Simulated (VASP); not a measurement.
Input of a VASP 6.6.1 run:

Contents of INCAR:

```
SYSTEM = Ta6Ti7N13
  PREC = Accurate
  ENCUT = 520
  EDIFF = 1E-6
  ISMEAR = -1
  SIGMA = 0.05
  LREAL = Auto
  LASPH = .TRUE.
  NELM = 120
  ALGO = Normal
  ISIF = 2
  LWAVE = .FALSE.
  LCHARG = .FALSE.
  GGA = PE
  ISYM = -1
  NBANDS = 126
  GGA_COMPAT = .FALSE.
```

KPOINTS

```
explicit points
1
Reciprocal
  0.25000000   0.25000000   0.25000000 1
```

POSCAR

```
Ta6Ti7N13
1.0
    6.3112970000      0.0325060000     -0.1278500000
    0.0325060000      6.6287560000     -0.2064650000
   -0.1278500000     -0.2064650000      6.8217470000
Ti N Ta
7 13 6
Direct
    0.8335403821      0.0041493965      0.3980742533
    0.8401471678      0.3723853978      0.2103250629
    0.6569382145      0.3330083159      0.7701756035
    0.0856118309      0.3227309560      0.5608633858
    0.0604481792      0.0571484665      0.7981312496
    0.2745883654      0.4564671430      0.9050109321
    0.3081109083      0.7014577650      0.6175130003
    0.9597326698      0.3844166408      0.8356727981
    0.7605215124      0.3614161141      0.4748637634
    0.3441421311      0.2329799304      0.7229835367
    0.5548679772      0.6238573419      0.8093993484
    0.2540226721      0.4842738729      0.3791422349
    0.9267356763      0.0877640703      0.1130461691
    0.5220140220      0.3530341913      0.0846637521
    0.1256647248      1.0067572057      0.4691048146
    0.1381851864      0.7537066415      0.8373151361
    0.4027814231      0.9302261834      0.1898249457
    0.1527463340      0.4988423156      0.1846761684
    0.7489397465      1.0064489218      0.7070223248
    0.7810099662      0.7264397494      0.1950372107
    0.4944563376      0.6402088726      0.2513995268
    0.6305476421      0.9050395716      0.9750227487
    0.0596728697      0.8027723728      0.1139704498
    0.8431913325      0.6729833695      0.6958773938
    0.2433691616      0.1891074819      0.2097707264
    0.4478558212      0.0246122228      0.5261880761
```

Potentials or basis: VASP PAW PBE potentials, release 64 (Ti_sv, N, Ta_pv).

The run is started by

```sh
$ cat potpaw_PBE.64/Ti_sv/POTCAR potpaw_PBE.64/N/POTCAR potpaw_PBE.64/Ta_pv/POTCAR > POTCAR
$ mpirun -np 1 vasp_std > vasp.out
```

(1) What does it give for the largest force?

(2) Estimate the pressure.

(3) What does it give for the band gap on the k mesh?

## Answers

(1) 2.428 eV/Å.

(2) 12.8 GPa.

(3) zero (an odd number of electrons rules out a gap without spin polarisation).

Caveat: the atoms stand as in a frame of molecular dynamics; spin-orbit coupling is left out, which moves the levels of the heavy elements.
